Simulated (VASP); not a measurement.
Here is a VASP 6.6.1 calculation.

The input INCAR:

```
PREC = Accurate
ENCUT = 600
EDIFF = 1E-6
ISMEAR = -4
SIGMA = 0.1
LREAL = F
LASPH = T
NELM = 120
ALGO = Normal
ISIF = 2
LWAVE = F
LCHARG = T
GGA = PE
LELF = T
LVHAR = T
NBANDS = 15
GGA_COMPAT = F
```

Contents of KPOINTS:

```
regular mesh
0
Gamma
  6 6 6
```

POSCAR

```
SrO
1.0
    0.0000000000      2.5837846888      2.5837846888
    2.5837846888      0.0000000000      2.5837846888
    2.5837846888      2.5837846888      0.0000000000
Sr O
1 1
Direct
    0.5000000000      0.5000000000      0.5000000000
    0.0000000000      0.0000000000      0.0000000000
```

Potentials or basis: VASP PAW PBE potentials, release 64 (Sr_sv, O).

Launch:

```console
$ cat potpaw_PBE.64/Sr_sv/POTCAR potpaw_PBE.64/O/POTCAR > POTCAR
$ mpirun -np 1 vasp_std > vasp.out
```

Task: Estimate the pressure.

Result: 1.8 GPa.

Task: Predict the band gap on the k mesh.

Result: 3.27 eV, indirect (least direct gap 3.37 eV).

A k mesh can miss the band edges. PBE gaps usually lie below the measured ones, often by a third to a half.
